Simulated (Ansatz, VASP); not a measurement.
Two plane-wave programs on Pt

Contents of INCAR:

```
SYSTEM = Pt
PREC = Accurate ; ENCUT = 520
EDIFF = 1E-6 ; ISMEAR = 0
SIGMA = 0.15 ; LREAL = .False.
LASPH = .True. ; NELM = 100
ALGO = Normal ; ISIF = 2
LWAVE = .False. ; LCHARG = .False.
GGA = PS ; NBANDS = 11
```

Contents of KPOINTS:

```
Automatic mesh
0
Gamma
  20 20 20
  0 0 0
```

Contents of POSCAR:

```
Pt
1.0
    0.0000000000      2.0068475000      1.9579000000
    2.0068475000      0.0000000000      1.9579000000
    2.0068475000      2.0068475000      0.0000000000
Pt
1
Direct
    0.0000000000      0.0000000000      0.0000000000
```

Input for Ansatz:

```yaml
crystal:
  lattice:
    - [0.0, 2.0068475, 1.9579]
    - [2.0068475, 0.0, 1.9579]
    - [2.0068475, 2.0068475, 0.0]
  atoms:
    - { symbol: Pt, position: [0.0, 0.0, 0.0] }
basis:
  ecutwfc: 420
kpoints:
  mp_grid: { grid: [20, 20, 20] }
hamiltonian:
  xc: pbesol
scf:
  occupations: { method: gaussian, width: 0.15 }
output:
  forces: true
  stress: true
  eigenvalues: true
```

Change from the starting cell: strain +0.025 along x and y, +0.000 along z, atoms carried along.

Alike in both runs: task single point; functional PBEsol; k mesh 20 × 20 × 20; occupations gaussian, width 0.15 eV; no spin polarisation.

```csv
,VASP,Ansatz
version,VASP 6.6.1,Ansatz 0.2.0
potentials or method,"VASP PAW PBE potentials, release 64 (Pt), cutoff 520 eV","scalar-relativistic, plane waves, PAW"
valence electrons in the cell,10,18
```

Ansatz gave:

- gap on the k mesh at the Fermi level (eV): none
- pressure (GPa): -11.9
- traceless stress, the component that is largest in VASP (GPa): 1.23

Problem. Which values does VASP return?

Solution. gap on the k mesh at the Fermi level (eV): none; pressure (GPa): -12.3; traceless stress, the component that is largest in VASP (GPa): 1.22.

VASP's potentials were made for PBE, not for PBEsol. A gap of «none» marks a metal or a gap that the smearing closes. The functional is the same, so the differences come from potentials, cutoffs and numerics. VASP's potentials hold 10 valence electrons a cell and Ansatz's 18, so a difference there can come from the potentials and not from the codes.

Spin-orbit coupling is off throughout.
